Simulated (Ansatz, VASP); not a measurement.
# Two plane-wave programs on Mn

```xyz
2
Lattice="2.5791 0.0000 0.0000 -1.2896 2.2336 0.0000 0.0000 0.0000 4.1680" Properties=species:S:1:pos:R:3 pbc="T T T"
Mn    0.0000    1.4891    1.0420
Mn    1.2896    0.7445    3.1260
```

Alike in both runs: task single point; functional PBE; k mesh 24 × 24 × 13; occupations fermi-dirac, width 0.1 eV; no spin polarisation.

|  | VASP | Ansatz |
| --- | --- | --- |
| version | VASP 6.6.1 | Ansatz 0.2.0 |
| potentials or method | VASP PAW PBE potentials, release 64 (Mn_pv), cutoff 520 eV | plane waves (420 eV) with PAW, scalar-relativistic |
| valence electrons in the cell | 26 | 30 |

Ansatz gave:

| Quantity | Value |
| --- | --- |
| pressure (GPa) | -24.6 |
| traceless stress, the component that is largest in VASP (GPa) | -0.15 |

Question: Which values does VASP return?

Answer: Pressure (GPa): -24.5; traceless stress, the component that is largest in VASP (GPa): -0.24.

With one functional, cell and mesh, what is left measures potentials, basis and numerics. VASP's potentials hold 26 valence electrons a cell and Ansatz's 30, so a difference there can come from the potentials and not from the codes.
